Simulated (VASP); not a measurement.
# CaBe2O3 (Cmmm) in VASP: notebook

The runs below take CaBe2O3 through single point, relaxation of cell and atoms, with PBE.

Program: VASP 6.6.1. These are calculated values, not measurements. Logs are shortened: lines on timing, memory, paths and dates and some standing lists are left out, and cuts for length are marked.

## (1) The cell of the first run

It takes space group Cmmm (No. 65, orthorhombic). The conventional cell has a = 4.781 Å, b = 8.454 Å, c = 2.646 Å, α = 90.00°, β = 90.00°, γ = 90.00°. Ca (site symmetry mmm) has 10 O at 2.39 to 2.77 Å and 2 Ca at 2.65 Å and 6 Be at 2.71 to 2.83 Å within 3.2 Å. Be (site symmetry m2m) has 5 O at 1.52 to 1.88 Å within 2.0 Å. O (site symmetry mmm) has 2 Be at 1.52 Å within 2.0 Å. Within 2.5 Å of O (site symmetry 2/m) lie 4 Be at 1.88 Å and 2 O at 2.39 Å.

## (2) Single point, PBE

File INCAR:

```
SYSTEM = CaBe2O3
PREC     = Accurate       ! precision mode
ENCUT    = 520            ! plane-wave cutoff, eV
EDIFF    = 1E-6           ! SCF threshold, eV
ISMEAR   = 0              ! smearing method
SIGMA    = 0.1            ! smearing width, eV
LREAL    = .FALSE.        ! projectors in reciprocal space
LASPH    = .TRUE.         ! aspherical terms in the spheres
NELM     = 80             ! most SCF steps
ALGO     = Normal         ! electronic algorithm
ISIF     = 2              ! what is computed and relaxed
LWAVE    = .FALSE.        ! write WAVECAR
LCHARG   = .TRUE.         ! write CHGCAR
GGA      = PE             ! functional
LELF     = .TRUE.         ! ELF
LVHAR    = .TRUE.       
NBANDS   = 25             ! bands
```

File KPOINTS:

```
Automatic mesh
0
G
  4 4 6
  0 0 0
```

File POSCAR:

```
CaBe2O3
1.0
    2.3904597090     -4.2271877685      0.0000000000
    2.3904597090      4.2271877685      0.0000000000
    0.0000000000      0.0000000000      2.6459349587
Ca Be O
1 2 3
Direct
    0.5000000000      0.5000000000      0.0000000000
    0.1795350576      0.8204649424      0.0000000000
    0.8204649424      0.1795350576      0.0000000000
    0.0000000000      0.0000000000      0.0000000000
    0.5000000000      0.0000000000      0.5000000000
    0.0000000000      0.5000000000      0.5000000000
```

Potentials or basis: VASP PAW PBE potentials, release 64 (Ca_sv, Be, O).

Command:

```
$ cat potpaw_PBE.64/Ca_sv/POTCAR potpaw_PBE.64/Be/POTCAR potpaw_PBE.64/O/POTCAR > POTCAR
$ mpirun -np 1 vasp_std > vasp.out
```

OUTCAR:

```text
SYSTEM = CaBe2O3
   PREC = Accurate
   ENCUT = 520
   EDIFF = 1E-6
   ISMEAR = 0
   LREAL = .FALSE.
   LASPH = .TRUE.
   NELM = 80
   ISIF = 2
   GGA = PE

 ion  position               nearest neighbor table
   1  0.500  0.500  0.000-   4 2.39   4 2.39   2 2.71   3 2.71
   2  0.180  0.820  0.000-   4 1.52   5 1.88   6 1.88   5 1.88   6 1.88   1 2.71
   3  0.820  0.180  0.000-   4 1.52   5 1.88   6 1.88   5 1.88   6 1.88   1 2.71
   4  0.000  0.000  0.000-   2 1.52   3 1.52   1 2.39   1 2.39
   5  0.500  0.000  0.500-   2 1.88   3 1.88   2 1.88   3 1.88
   6  0.000  0.500  0.500-   2 1.88   3 1.88   2 1.88   3 1.88

  LATTYP: Found a base centered orthorhombic cell.
 ALAT       =     4.7809194180
 B/A-ratio  =     1.7683576730
 C/A-ratio  =     0.5534364266

  Lattice vectors:

 A1 = (   2.3904597090,  -4.2271877685,   0.0000000000)
 A2 = (   2.3904597090,   4.2271877685,   0.0000000000)
 A3 = (   0.0000000000,   0.0000000000,   2.6459349587)

Analysis of symmetry for initial positions (statically):
=====================================================================
 Subroutine PRICEL returns:
 Original cell was already a primitive cell.

 Routine SETGRP: Setting up the symmetry group for a
 base centered orthorhombic supercell.

 Subroutine GETGRP returns: Found  8 space group operations
 (whereof  8 operations were pure point group operations)
 out of a pool of  8 trial point group operations.

The static configuration has the point symmetry D_2h.

Analysis of symmetry for dynamics (positions and initial velocities):
=====================================================================
 Subroutine PRICEL returns:
 Original cell was already a primitive cell.

 Routine SETGRP: Setting up the symmetry group for a
 base centered orthorhombic supercell.

 Subroutine GETGRP returns: Found  8 space group operations
 (whereof  8 operations were pure point group operations)
 out of a pool of  8 trial point group operations.

The dynamic configuration has the point symmetry D_2h.

 Subroutine INISYM returns: Found  8 space group operations
 (whereof  8 operations are pure point group operations),
 and found     1 'primitive' translations

----------------------------------------------------------------------------------------

                                     Primitive cell

  volume of cell :      53.4739

  direct lattice vectors                    reciprocal lattice vectors
[... 92 lines left out ...]
   LASPH  =      T    aspherical Exc in radial PAW
   ENCUT  =  520.0 eV  38.22 Ry    6.18 a.u.   9.03  9.03  4.92*2*pi/ulx,y,z
   NELM   =     80;   NELMIN=  2; NELMDL= -5     # of ELM steps
   EDIFF  = 0.1E-05   stopping-criterion for ELM
   LREAL  =      F    real-space projection
   EDIFFG = 0.1E-04   stopping-criterion for IOM
   NSW    =      0    number of steps for IOM
   IBRION =     -1    ionic relax: 0-MD 1-quasi-New 2-CG
   NFREE  =      0    steps in history (QN), initial steepest desc. (CG)
   ISIF   =      2    stress and relaxation
   ISYM   =      2    0-nonsym 1-usesym 2-fastsym
   POTIM  = 0.5000    time-step for ionic-motion
   TEBEG  =    0.0;   TEEND  =   0.0 temperature during run
   PSTRESS=    0.0 pullay stress
   NELECT =      32.0000    total number of electrons
   NUPDOWN=      -1.0000    fix difference up-down
   EMIN   =  10.00;   EMAX   =-10.00  energy-range for DOS
   EFERMI =   0.00;   METHOD = LEGACY
   ISMEAR =     0;   SIGMA  =   0.10  broadening in eV -4-tet -1-fermi 0-gaus
   EFERMI_NEDOS =   21; number of points for ismear=-14 and -15
   IALGO  =     38    algorithm
   IMIX   =      4    mixing-type and parameters
     AMIX     =   0.40;   BMIX     =  1.00
     AMIX_MAG =   1.60;   BMIX_MAG =  1.00
  volume/ion in A,a.u.               =       8.91        60.14
  Fermi-wavevector in a.u.,A,eV,Ry     =   1.379571  2.607012 25.894835  1.903217
  Thomas-Fermi vector in A             =   2.504528
   LORBIT       =      0    0 simple, 1 ext, 2 COOP (PROOUT), +10 PAW based schemes
   GGA     = PE    functional components
   LHFCALC =     F    Hartree Fock is set to
   AEXX    =    0.0000 exact exchange contribution
   IVDW    =     0    specifies the selected vdW correction
   LEPSILON=     F    determine dielectric tensor
   LRPA    =     F    only Hartree local field effects (RPA)
 non-spin polarized calculation
 Gauss-broadening in eV      SIGMA  =   0.10
  energy-cutoff  :      520.00
  volume of cell :       53.47
 maximum number of plane-waves:      1456
   NGX = 19   NGY = 19   NGZ =  9

 number of electron      32.0000001 magnetization

 Free energy of the ion-electron system (eV)
  ---------------------------------------------------
  ext. energy  EPLUGINS =         0.00000000
  ---------------------------------------------------
  free energy    TOTEN  =       -36.74715928 eV

  energy without entropy =      -36.74715915  energy(sigma->0) =      -36.74715922

 E-fermi :   5.6620     XC(G=0): -11.1995

 val. band max:        5.3527834905   @ k =   0.5000   0.5000   0.5000
 cond. band min:       5.9642731317   @ k =   0.0000   0.0000   0.0000
 fundamental gap:      0.6114896412
 Fermi energy:         5.6619572505

 k-point     1 :       0.0000    0.0000    0.0000
  band No.  band energies     occupation
      1     -36.0736      2.00000
      2     -17.0429      2.00000
      3     -16.8239      2.00000
      4     -16.2964      2.00000
      5     -13.9726      2.00000
      6     -12.2669      2.00000
[... 661 lines left out ...]
     24      14.2531      0.00000
     25      15.6813      0.00000

 [... further k-points ...]
[... 5 lines left out ...]
  --------------------------------------------------------------------------------------
  -------------------------------------------------------------------------------------
  Total        0.1441516      0.0598461      0.0758817      0.0000000      0.0000000      0.0000000
  in kB        4.3190482      1.7930979      2.2735565      0.0000000      0.0000000      0.0000000
  external PRESSURE =       2.7952342 kB  Pullay stress =       0.0000000 kB

 VOLUME and BASIS-vectors are now :
 -----------------------------------------------------------------------------
  energy-cutoff  :      520.00
  volume of cell :       53.47
      direct lattice vectors                 reciprocal lattice vectors
     2.390459709 -4.227187769  0.000000000     0.209164789 -0.118281947  0.000000000
     2.390459709  4.227187769  0.000000000     0.209164789  0.118281947  0.000000000
     0.000000000  0.000000000  2.645934959     0.000000000  0.000000000  0.377938239

 POSITION                                       TOTAL-FORCE (eV/Angst)
 -----------------------------------------------------------------------------------
      2.39046      0.00000      0.00000         0.000000     -0.000000     -0.000000
      2.39046      2.70933      0.00000        -0.000000     -0.012992     -0.000000
      2.39046     -2.70933      0.00000        -0.000000      0.012992      0.000000
      0.00000      0.00000      0.00000        -0.000000     -0.000000     -0.000000
      1.19523     -2.11359      1.32297        -0.000000      0.000000     -0.000000
      1.19523      2.11359      1.32297        -0.000000     -0.000000     -0.000000
 -----------------------------------------------------------------------------------
    total drift:                                0.000000      0.000000      0.000000

  FREE ENERGIE OF THE ION-ELECTRON SYSTEM (eV)
  ---------------------------------------------------
  free  energy   TOTEN  =       -36.7471592820 eV

  energy  without entropy=      -36.7471591528  energy(sigma->0) =      -36.74715922
```

OSZICAR:

```text
N       E                     dE             d eps       ncg     rms          rms(c)
DAV:   1     0.226808045993E+03    0.22681E+03   -0.16255E+04  1400   0.128E+03
DAV:   2    -0.253672119621E+02   -0.25218E+03   -0.23558E+03  1704   0.333E+02
DAV:   3    -0.404097948028E+02   -0.15043E+02   -0.14846E+02  2280   0.830E+01
DAV:   4    -0.408050199844E+02   -0.39523E+00   -0.39398E+00  1832   0.104E+01
DAV:   5    -0.408079952932E+02   -0.29753E-02   -0.29743E-02  1926   0.923E-01    0.121E+01
DAV:   6    -0.367985340429E+02    0.40095E+01   -0.13037E+01  1650   0.283E+01    0.389E+00
DAV:   7    -0.367893034460E+02    0.92306E-02   -0.10746E+00  1834   0.677E+00    0.251E+00
DAV:   8    -0.367522897766E+02    0.37014E-01   -0.26670E-01  1766   0.328E+00    0.587E-01
DAV:   9    -0.367463588767E+02    0.59309E-02   -0.33904E-02  1958   0.127E+00    0.195E-01
DAV:  10    -0.367470470406E+02   -0.68816E-03   -0.66756E-03  1780   0.570E-01    0.117E-01
DAV:  11    -0.367471902332E+02   -0.14319E-03   -0.40559E-04  1662   0.158E-01    0.393E-02
DAV:  12    -0.367471595710E+02    0.30662E-04   -0.16087E-04  1751   0.827E-02    0.123E-02
DAV:  13    -0.367471592820E+02    0.28895E-06   -0.94169E-06  1792   0.261E-02
   1 F= -.36747159E+02 E0= -.36747159E+02  d E =-.129191E-06
```

stdout:

```text
POSCAR found type information on POSCAR CaBeO
 POSCAR found :  3 types and       6 ions
 scaLAPACK will be used
 LDA part: xc-table for (Slater+PW92), standard interpolation
 POSCAR, INCAR and KPOINTS ok, starting setup
 FFT: planning ... GRIDC
 FFT: planning ... GRID_SOFT
 FFT: planning ... GRID
 WAVECAR not read
 entering main loop
```

Wall time 16 s (1 thread of Intel Xeon 6975P-C (Granite Rapids), shared host); peak memory 0.18 GiB.

What came out:

* Free energy: -36.7472 eV
* Pressure: 0.3 GPa
* Largest force: 0.013 eV/Å
* Band gap on the k mesh: 0.61 eV, indirect (least direct gap 0.63 eV)

Forces in eV/Å, atoms in the order of the input:
```
Ca   0.000  0.000  0.000
Be   0.000 -0.013  0.000
Be   0.000  0.013  0.000
O    0.000  0.000  0.000
O    0.000  0.000  0.000
O    0.000  0.000  0.000
```

Stress tensor (GPa, compression positive):
```
0.43 0.00 0.00
0.00 0.18 0.00
0.00 0.00 0.23
```

A k mesh can miss the band edges. PBE gaps usually lie below the measured ones, often by a third to a half.

## (3) Single point, PBE

This run uses another cell than the first one, of 9.33 Å³/atom, 1.047 times its volume.

File INCAR:

```
PREC     = Accurate       # precision mode
ENCUT    = 520            # plane-wave cutoff, eV
EDIFF    = 1E-6           # SCF threshold, eV
ISMEAR   = 0              # smearing method
SIGMA    = 0.1            # smearing width, eV
LREAL    = F              # projectors in reciprocal space
LASPH    = T              # aspherical terms in the spheres
NELM     = 80             # most SCF steps
ALGO     = Normal         # electronic algorithm
ISIF     = 2              # what is computed and relaxed
LWAVE    = F              # write WAVECAR
LCHARG   = F              # write CHGCAR
GGA      = PE             # functional
NBANDS   = 25             # bands
```

File KPOINTS:

```
Automatic mesh
0
Gamma
  4 4 6
```

File POSCAR:

```
CaBe2O3
1.0
    2.6421557700     -4.0290850900      0.0000000000
    2.6421557700      4.0290850900      0.0000000000
    0.0000000000      0.0000000000      2.6299934500
Ca Be O
1 2 3
Direct
    0.5000000000      0.5000000000      0.0000000000
    0.2156325000      0.7843675000      0.0000000000
    0.7843675000      0.2156325000      0.0000000000
    0.0000000000      0.0000000000      0.0000000000
    0.5000000000      0.0000000000      0.5000000000
    0.0000000000      0.5000000000      0.5000000000
```

Potentials or basis: VASP PAW PBE potentials, release 64 (Ca_sv, Be, O).

Command:

```
$ cat potpaw_PBE.64/Ca_sv/POTCAR potpaw_PBE.64/Be/POTCAR potpaw_PBE.64/O/POTCAR > POTCAR
$ mpirun -np 1 vasp_std > vasp.out
```

Run time: 21 s. Hardware: 1 thread of Intel Xeon 6975P-C (Granite Rapids), shared host; peak memory 0.18 GiB.

The run converged. Its results:

- Free energy: -33.7509 eV
- Pressure: -10.1 GPa
- Largest force: 6.209 eV/Å
- Band gap on the k mesh: zero (band 16 reaches 5.83 eV, above the bottom of band 17 at 5.79 eV)

Forces on the atoms (eV/Å):
```
Ca   0.000  0.000  0.000
Be   0.000  6.209  0.000
Be   0.000 -6.209  0.000
O    0.000  0.000  0.000
O    0.000  0.000  0.000
O    0.000  0.000  0.000
```

Stress tensor (GPa, compression positive):
```
-42.57   0.00   0.00
  0.00  15.18   0.00
  0.00   0.00  -2.78
```

Levels at points of the mesh, in eV from the Fermi level:
| k point | band 14 | band 15 | band 16 | band 17 | band 18 | band 19 |
| --- | --- | --- | --- | --- | --- | --- |
| (0.00, 0.00, 0.00) | -1.85 | -1.14 | -0.19 | -0.05 | 0.17 | 2.49 |
| (0.50, 0.00, 0.00) | -3.33 | -1.65 | -0.04 | 0.08 | 1.57 | 4.08 |
| (0.50, 0.50, 0.00) | -2.83 | -2.63 | -0.01 | 0.03 | 2.84 | 3.27 |
| (0.00, 0.00, 0.50) | -3.21 | -2.81 | -1.99 | 2.57 | 2.62 | 2.94 |
| (0.50, 0.00, 0.50) | -3.73 | -2.21 | -2.00 | 1.29 | 1.48 | 2.79 |
| (0.50, 0.50, 0.50) | -2.78 | -1.57 | -1.48 | -0.02 | 0.72 | 1.31 |

Caveat: the k points lie up to 0.40 Å⁻¹ apart; forces of over 1 eV/Å act on the atoms, so gaps and moduli don't describe the material at rest.

(Part 1 of 3 ends here.)
